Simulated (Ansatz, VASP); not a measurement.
# One calculation of B, two programs

The input INCAR:

```
PREC     = Accurate       # precision mode
ENCUT    = 600            # plane-wave cutoff, eV
EDIFF    = 1E-7           # SCF threshold, eV
ISMEAR   = 0              # smearing method
SIGMA    = 0.1            # smearing width, eV
LREAL    = False          # projectors in reciprocal space
LASPH    = True           # aspherical terms in the spheres
NELM     = 100            # most SCF steps
ALGO     = Normal         # electronic algorithm
ISIF     = 3              # what is computed and relaxed
LWAVE    = False          # write WAVECAR
LCHARG   = False          # write CHGCAR
GGA      = PS             # functional
IBRION   = 2              # ionic algorithm
NSW      = 90             # ionic steps
EDIFFG   = -0.04          # ionic threshold
```

Contents of KPOINTS:

```
Automatic mesh
0
Gamma
  10 10 10
```

Contents of POSCAR:

```
B
1.0
   -1.2429643298      1.2429643298      1.2429643298
    1.2429643298     -1.2429643298      1.2429643298
    1.2429643298      1.2429643298     -1.2429643298
B
1
Direct
    0.0000000000      0.0000000000      0.0000000000
```

Input for Ansatz:

```yaml
crystal:
  lattice:
    - [-1.2429643298, 1.2429643298, 1.2429643298]
    - [1.2429643298, -1.2429643298, 1.2429643298]
    - [1.2429643298, 1.2429643298, -1.2429643298]
  atoms:
    - { symbol: B, position: [0.0, 0.0, 0.0] }
basis:
  ecutwfc: 420
kpoints:
  mp_grid: { grid: [10, 10, 10] }
hamiltonian:
  xc: pbesol
scf:
  occupations: { method: gaussian, width: 0.1 }
  lower_state_search: "off"
output:
  forces: true
  stress: true
  eigenvalues: true
relax:
  adjacent_minimum: "off"
  f_tol: 0.04
  max_steps: 70
  cell: { stress_tol: 0.4 }
```

Alike in both runs: task relaxation of cell and atoms; functional PBEsol; k mesh 10 × 10 × 10; occupations gaussian, width 0.1 eV; no spin polarisation.

```csv
,VASP,Ansatz
version,VASP 6.6.1,Ansatz 0.2.0
potentials or method,"VASP PAW PBE potentials, release 64 (B), cutoff 600 eV","scalar-relativistic, plane waves, PAW"
valence electrons in the cell,3,3
```

Ansatz gave:

```
gap on the k mesh at the Fermi level, each at its own relaxed structure (eV) : none
relaxed volume (Å³/atom)                                                     : 6.06
relaxed cell length with the largest relative difference (Å)                 : 1.989
```

Problem. Estimate VASP's values.

Solution. gap on the k mesh at the Fermi level, each at its own relaxed structure (eV): none; relaxed volume (Å³/atom): 6.07; relaxed cell length with the largest relative difference (Å): 1.991.

VASP's potentials were made for PBE, not for PBEsol. A gap of «none» marks a metal or a gap that the smearing closes.

Noted on VASP's run: the volume moved by over 15 % at a fixed basis, so the end points are rough.
